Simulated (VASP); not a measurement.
Crystal: BaS.

```
Ba S
1.0
     0.00000    3.19375    3.19375
     3.19375    0.00000    3.19375
     3.19375    3.19375    0.00000
Ba S
1 1
Direct
  0.00000 0.00000 0.00000
  0.50000 0.50000 0.50000
```

Base run:

```yaml
Program: VASP 6.6.1
Functional: PBEsol
Potentials_or_basis: VASP PAW PBE potentials, release 64 (Ba_sv, S)
Cutoff: 520 eV
k_mesh: 7 × 7 × 7
Occupations: fermi-dirac, width 0.05 eV
Spin: no spin polarisation
```

Its results: band gap on the k mesh 2.04 eV, indirect (least direct gap 2.19 eV); pressure -0.5 GPa.

Question: The run is repeated on the same cell with these changes: functional from PBEsol to BLYP. What comes out?

Answer: Band gap on the k mesh 2.25 eV, indirect (least direct gap 2.39 eV); pressure 3.7 GPa.

BLYP binds less tightly than PBEsol, so the same cell stands under more pressure.

Caveats: the PAW data sets were made with another functional, which shifts forces and pressure a little; spin-orbit coupling is left out, which moves the levels of the heavy elements.

A k mesh can miss the band edges.
